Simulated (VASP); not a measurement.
MnHg: single point with RPBE

MnHg:

```
Mn Hg
1.0
     3.31500    3.31500    0.00000
     3.31500    0.00000    3.31500
     3.31500    0.00000   -3.31500
Mn Hg
2 2
Direct
  0.50000 0.25000 0.75000
  0.50000 0.75000 0.25000
  0.00000 0.00000 0.00000
  0.00000 0.50000 0.50000
```

| Item | Value |
| --- | --- |
| Program | VASP 6.6.1 |
| Task | single point |
| Functional | RPBE |
| Potentials or basis | VASP PAW PBE potentials, release 64 (Mn_pv, Hg) |
| Cutoff | 520 eV |
| k mesh | 9 × 9 × 9 |
| Occupations | fermi-dirac, width 0.1 eV |
| Spin | collinear spin, ferromagnetic start |
| Starting moments | [4.0, 4.0, 0.0, 0.0] μB |

```
Pressure                                              : 4.3 GPa
Net moment                                            : 7.83 μB per cell
Site moments                                          : Mn +3.84; Hg -0.06 μB
Valence electrons inside the program's atomic spheres : Mn 11.39; Hg 10.59
```

Levels at points of the mesh, in eV from the Fermi level:
Spin up:
| k point | band 26 | band 27 | band 28 | band 29 | band 30 | band 31 | band 32 | band 33 |
| --- | --- | --- | --- | --- | --- | --- | --- | --- |
| (0.00, 0.00, 0.00) | -2.09 | -2.09 | 0.45 | 4.07 | 4.07 | 4.07 | 4.49 | 4.77 |
Spin down:
| k point | band 18 | band 19 | band 20 | band 21 | band 22 | band 23 | band 24 | band 25 |
| --- | --- | --- | --- | --- | --- | --- | --- | --- |
| (0.00, 0.00, 0.00) | -1.57 | -1.57 | -1.57 | 0.29 | 0.35 | 0.35 | 1.52 | 1.52 |

Run time: 2.9 min on 1 thread of AMD EPYC 7R13 Processor (Zen 3) (shared host), peak memory 0.29 GiB.

Caveat: the cell stands under pressure; the PAW data sets were made with another functional, which shifts forces and pressure a little; spin-orbit coupling is left out, which moves the levels of the heavy elements.
